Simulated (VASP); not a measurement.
# MnS (Fm-3m) in VASP: settings compared, part 2 of 2

VASP 6.6.1.

## Step 4: Single point, PBE, collinear spin, ferromagnetic start

This run uses another cell than the first one, of 17.67 Å³/atom, 1.222 times its volume.

Input file INCAR:

```
SYSTEM = MnS
PREC = Accurate
ENCUT = 520
EDIFF = 1E-6
ISMEAR = 0
SIGMA = 0.013000000000000001
LREAL = .False.
LASPH = .True.
NELM = 150
ALGO = Normal
ISIF = 2
LWAVE = .False.
LCHARG = .True.
ISPIN = 2
MAGMOM = 4 0
LORBIT = 11
LMAXMIX = 4
GGA = PE
LELF = .True.
LVHAR = .True.
NBANDS = 20
```

Input file KPOINTS:

```
Automatic mesh
0
Gamma
  9 9 9
  0 0 0
```

Input file POSCAR:

```
MnS
1.0
    0.0000000000      2.6045000000      2.6045000000
    2.6045000000      0.0000000000      2.6045000000
    2.6045000000      2.6045000000      0.0000000000
Mn S
1 1
Direct
    0.0000000000      0.0000000000      0.0000000000
    0.5000000000      0.5000000000      0.5000000000
```

Potentials or basis: VASP PAW PBE potentials, release 64 (Mn_pv, S).

Command:

```
> cat potpaw_PBE.64/Mn_pv/POTCAR potpaw_PBE.64/S/POTCAR > POTCAR
> mpirun -np 1 vasp_std > vasp.out
```

OUTCAR:

```text
SYSTEM = MnS
   PREC = Accurate
   ENCUT = 520
   EDIFF = 1E-6
   ISMEAR = 0
   LREAL = .False.
   LASPH = .True.
   NELM = 150
   ISIF = 2
   ISPIN = 2
   LORBIT = 11
   GGA = PE

 ion  position               nearest neighbor table
   1  0.000  0.000  0.000-   2 2.60   2 2.60   2 2.60   2 2.60   2 2.60   2 2.60
   2  0.500  0.500  0.500-   1 2.60   1 2.60   1 2.60   1 2.60   1 2.60   1 2.60

  LATTYP: Found a face centered cubic cell.
 ALAT       =     5.2090000000

  Lattice vectors:

 A1 = (   0.0000000000,   2.6045000000,   2.6045000000)
 A2 = (   2.6045000000,   0.0000000000,   2.6045000000)
 A3 = (   2.6045000000,   2.6045000000,   0.0000000000)

Analysis of symmetry for initial positions (statically):
=====================================================================
 Subroutine PRICEL returns:
 Original cell was already a primitive cell.

 Routine SETGRP: Setting up the symmetry group for a
 face centered cubic supercell.

 Subroutine GETGRP returns: Found 48 space group operations
 (whereof 48 operations were pure point group operations)
 out of a pool of 48 trial point group operations.

The static configuration has the point symmetry O_h .

Analysis of symmetry for dynamics (positions and initial velocities):
=====================================================================
 Subroutine PRICEL returns:
 Original cell was already a primitive cell.

 Routine SETGRP: Setting up the symmetry group for a
 face centered cubic supercell.

 Subroutine GETGRP returns: Found 48 space group operations
 (whereof 48 operations were pure point group operations)
 out of a pool of 48 trial point group operations.

The dynamic configuration has the point symmetry O_h .

Analysis of structural, dynamic, and magnetic symmetry:
=====================================================================
 Subroutine PRICEL returns:
 Original cell was already a primitive cell.

 Routine SETGRP: Setting up the symmetry group for a
 face centered cubic supercell.

[... 147 lines left out ...]
  ---------------------------------------------------
  free energy    TOTEN  =       -14.06641409 eV

  energy without entropy =      -14.06631427  energy(sigma->0) =      -14.06636418

 E-fermi :   6.6270     XC(G=0): -10.6416

 val. band max:        6.6169377019   @ k =  -0.2222   0.1111   0.0000
 cond. band min:       6.6417289676   @ k =  -0.3333   0.2222   0.0000
 fundamental gap:      0.0247912657
 Fermi energy:         6.6269710259

 spin component 1

 k-point     1 :       0.0000    0.0000    0.0000
  band No.  band energies     occupation
      1     -44.0644      1.00000
      2     -44.0644      1.00000
      3     -44.0644      1.00000
      4      -7.9381      1.00000
      5       3.2523      1.00000
      6       3.2523      1.00000
[... 541 lines left out ...]
     19      21.3187      0.00000
     20      21.3187      0.00000

 [... further k-points ...]

 spin component 2

 k-point     1 :       0.0000    0.0000    0.0000
  band No.  band energies     occupation
      1     -39.5296      1.00000
      2     -39.5296      1.00000
      3     -39.5296      1.00000
      4      -7.6405      1.00000
      5       4.9876      1.00000
      6       4.9876      1.00000
[... 541 lines left out ...]
     19      21.7221      0.00000
     20      21.7221      0.00000

 [... further k-points ...]

------------------------ aborting loop because EDIFF is reached ----------------------------------------

  FORCE on cell =-STRESS in cart. coord.  units (eV):
  Direction    XX          YY          ZZ          XY          YZ          ZX
  --------------------------------------------------------------------------------------
  -------------------------------------------------------------------------------------
  Total       -0.6310718     -0.6310718     -0.6310718     -0.0000000      0.0000000     -0.0000000
  in kB      -28.6145090    -28.6145090    -28.6145090     -0.0000000      0.0000000     -0.0000000
  external PRESSURE =     -28.6145090 kB  Pullay stress =       0.0000000 kB

 VOLUME and BASIS-vectors are now :
 -----------------------------------------------------------------------------
  energy-cutoff  :      520.00
  volume of cell :       35.33
      direct lattice vectors                 reciprocal lattice vectors
     0.000000000  2.604500000  2.604500000    -0.191975427  0.191975427  0.191975427
     2.604500000  0.000000000  2.604500000     0.191975427 -0.191975427  0.191975427
     2.604500000  2.604500000  0.000000000     0.191975427  0.191975427 -0.191975427

 POSITION                                       TOTAL-FORCE (eV/Angst)
 -----------------------------------------------------------------------------------
      0.00000      0.00000      0.00000         0.000000      0.000000     -0.000000
      2.60450      2.60450      2.60450         0.000000      0.000000      0.000000
 -----------------------------------------------------------------------------------
    total drift:                               -0.000000      0.000000      0.000000

  FREE ENERGIE OF THE ION-ELECTRON SYSTEM (eV)
  ---------------------------------------------------
  free  energy   TOTEN  =       -14.0664140929 eV

  energy  without entropy=      -14.0663142701  energy(sigma->0) =      -14.06636418

 total charge

# of ion       s       p       d       tot
------------------------------------------
    1        0.215   6.162   4.928  11.305
    2        1.327   2.401   0.000   3.729
--------------------------------------------------
tot          1.542   8.563   4.928  15.033

 magnetization (x)

# of ion       s       p       d       tot
------------------------------------------
    1        0.052   0.039   4.170   4.261
    2        0.027   0.082   0.000   0.109
--------------------------------------------------
tot          0.078   0.121   4.170   4.370
```

OSZICAR:

```text
N       E                     dE             d eps       ncg     rms          rms(c)
DAV:   1     0.153584098754E+03    0.15358E+03   -0.10106E+04  2816   0.975E+02
DAV:   2    -0.693385776236E+01   -0.16052E+03   -0.15080E+03  2916   0.284E+02
DAV:   3    -0.150983301256E+02   -0.81645E+01   -0.80625E+01  3296   0.694E+01
DAV:   4    -0.151966384099E+02   -0.98308E-01   -0.98248E-01  3164   0.774E+00
DAV:   5    -0.151980772207E+02   -0.14388E-02   -0.14388E-02  3164   0.987E-01    0.115E+01
DAV:   6    -0.141256369138E+02    0.10724E+01   -0.55891E+00  3120   0.272E+01    0.110E+01
DAV:   7    -0.140689956481E+02    0.56641E-01   -0.68930E-01  3068   0.106E+01    0.621E+00
DAV:   8    -0.140705948809E+02   -0.15992E-02   -0.34072E-02  3092   0.148E+00    0.323E+00
DAV:   9    -0.140659365010E+02    0.46584E-02   -0.11853E-02  2976   0.106E+00    0.278E-01
DAV:  10    -0.140663204485E+02   -0.38395E-03   -0.23179E-03  3008   0.333E-01    0.141E-01
DAV:  11    -0.140663719505E+02   -0.51502E-04   -0.24243E-04  3080   0.114E-01    0.109E-01
DAV:  12    -0.140663966549E+02   -0.24704E-04   -0.41860E-05  3092   0.538E-02    0.764E-02
DAV:  13    -0.140664115599E+02   -0.14905E-04   -0.91972E-06  2960   0.237E-02    0.303E-02
DAV:  14    -0.140664138214E+02   -0.22615E-05   -0.43352E-06  3028   0.181E-02    0.681E-03
DAV:  15    -0.140664140929E+02   -0.27149E-06   -0.61772E-07  2240   0.537E-03
   1 F= -.14066414E+02 E0= -.14066364E+02  d E =-.998228E-04  mag=     4.7201
```

Wall time 40 s (1 thread of Intel Xeon Platinum 8488C (Sapphire Rapids), shared host); peak memory 0.19 GiB.

Results:

- Free energy: -14.0664 eV
- Pressure: -2.9 GPa
- Net moment: 4.72 μB per cell
- Site moments: Mn +4.26; S +0.11 μB
- Valence electrons inside the program's atomic spheres: Mn 11.30; S 3.73

Levels at points of the mesh, in eV from the Fermi level:
Spin up:
```tsv
k point	band 9	band 10	band 11	band 12	band 13	band 14	band 15	band 16
(0.00, 0.00, 0.00)	-3.28	-1.86	-1.86	-1.86	1.73	8.61	8.61	8.61
```
Spin down:
```tsv
k point	band 3	band 4	band 5	band 6	band 7	band 8	band 9	band 10	band 11	band 12
(0.00, 0.00, 0.00)	-46.16	-14.27	-1.64	-1.64	-1.64	0.32	0.32	0.32	0.37	0.37
```

Caveat: a cell with one magnetic atom can't hold antiferromagnetic order, which such compounds often take; semilocal functionals often make such compounds metallic where correlation or magnetic order opens a gap, which also shifts bond lengths. With open d or f shells a metallic result of PBE can be an artefact of self-interaction; +U or a hybrid may open a gap.

## Step 5: Single point, PBE, collinear spin, ferromagnetic start

This run uses another cell than the first one, of 17.67 Å³/atom, 1.222 times its volume.

Input file INCAR:

```
PREC = Accurate ; ENCUT = 520
EDIFF = 1E-6 ; ISMEAR = 0
SIGMA = 0.015 ; LREAL = False
LASPH = True ; NELM = 150
ALGO = Normal ; ISIF = 2
LWAVE = False ; LCHARG = False
ISPIN = 2 ; MAGMOM = 4 0
LORBIT = 11 ; LMAXMIX = 4
GGA = PE ; NBANDS = 20
```

Input file KPOINTS:

```
Automatic mesh
0
Gamma
  9 9 9
```

POSCAR is that of step 4.

Command:

```
> cat potpaw_PBE.64/Mn_pv/POTCAR potpaw_PBE.64/S/POTCAR > POTCAR
> mpirun -np 1 vasp_std > vasp.out
```

It took 34 s on 1 thread of Intel Xeon Platinum 8488C (Sapphire Rapids), shared host; peak memory 0.18 GiB.

Results (log left out):

```yaml
Free_energy: -14.0664 eV
Pressure: -2.9 GPa
Net_moment: 4.72 μB per cell
Site_moments: Mn +4.26; S +0.11 μB
Valence_electrons_inside_the_program's_atomic_spheres: Mn 11.30; S 3.73
```

Levels at points of the mesh, in eV from the Fermi level:
Spin up:
| k point | band 10 | band 11 | band 12 | band 13 | band 14 | band 15 |
| --- | --- | --- | --- | --- | --- | --- |
| (0.00, 0.00, 0.00) | -1.86 | -1.86 | -1.86 | 1.73 | 8.61 | 8.61 |
Spin down:
| k point | band 5 | band 6 | band 7 | band 8 | band 9 | band 10 |
| --- | --- | --- | --- | --- | --- | --- |
| (0.00, 0.00, 0.00) | -1.64 | -1.64 | -1.64 | 0.32 | 0.32 | 0.32 |

Caveat: a cell with one magnetic atom can't hold antiferromagnetic order, which such compounds often take; semilocal functionals often make such compounds metallic where correlation or magnetic order opens a gap, which also shifts bond lengths.

## Step 6: Overview

| level | cell | smearing | gap on the mesh (eV) | pressure (GPa) | moment (μB) |
| --- | --- | --- | --- | --- | --- |
| PBEsol+D4 | a = 3.445 Å, angles 60.0°, 2 atoms | fermi-dirac 0.05 eV | none | 0.2 | 3.94 |
| PBE+D3(BJ) | a = 3.550 Å, angles 60.0°, 2 atoms | fermi-dirac 0.05 eV | none | 0.0 | 4.35 |
| PBE | a = 3.683 Å, angles 60.0°, 2 atoms | gaussian 0.013 eV | none | -2.9 | 4.72 |
| PBE | a = 3.683 Å, angles 60.0°, 2 atoms | gaussian 0.015 eV | none | -2.9 | 4.72 |

Alike in all rows: task single point; potentials or basis VASP PAW PBE potentials, release 64 (Mn_pv, S); spin collinear, ferromagnetic start; k mesh 9 × 9 × 9; cutoff (eV) 520.

Caveats: a cell with one magnetic atom can't hold antiferromagnetic order, which such compounds often take; semilocal functionals often make such compounds metallic where correlation or magnetic order opens a gap, which also shifts bond lengths; pairwise dispersion overbinds metals, which lowers pressure and volume (some runs); the PAW data sets were made with another functional, which shifts forces and pressure a little (some runs).

Absolute energies hang on the potentials; compare differences alone.
